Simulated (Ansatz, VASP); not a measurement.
**One calculation of SiMo3, two programs**

```
CELL_PARAMETERS angstrom
5.07722 0.00000 0.00000
0.00000 5.07722 0.00000
0.00000 0.00000 5.07722
ATOMIC_POSITIONS crystal
Si 0.00000 0.00000 0.00000
Si 0.50000 0.50000 0.50000
Mo 0.25000 0.00000 0.50000
Mo 0.50000 0.75000 0.00000
Mo 0.75000 0.00000 0.50000
Mo 0.50000 0.25000 0.00000
Mo 0.00000 0.50000 0.75000
Mo 0.00000 0.50000 0.25000
```

Alike in both runs: task single point; functional PBEsol; k mesh 8 × 8 × 8; occupations gaussian, width 0.05 eV; no spin polarisation.

|  | VASP | Ansatz |
| --- | --- | --- |
| version | VASP 6.6.1 | Ansatz 0.2.0 |
| potentials or method | VASP PAW PBE potentials, release 64 (Si, Mo_sv), cutoff 520 eV | scalar-relativistic, plane waves, PAW |
| valence electrons in the cell | 92 | 92 |

```csv
,VASP,Ansatz,Ansatz less VASP
gap on the k mesh at the Fermi level (eV),none,none,-
pressure (GPa),-26.0,-26.3,-0.32
```

VASP's potentials were made for PBE, not for PBEsol. A gap of «none» marks a metal or a gap that the smearing closes.
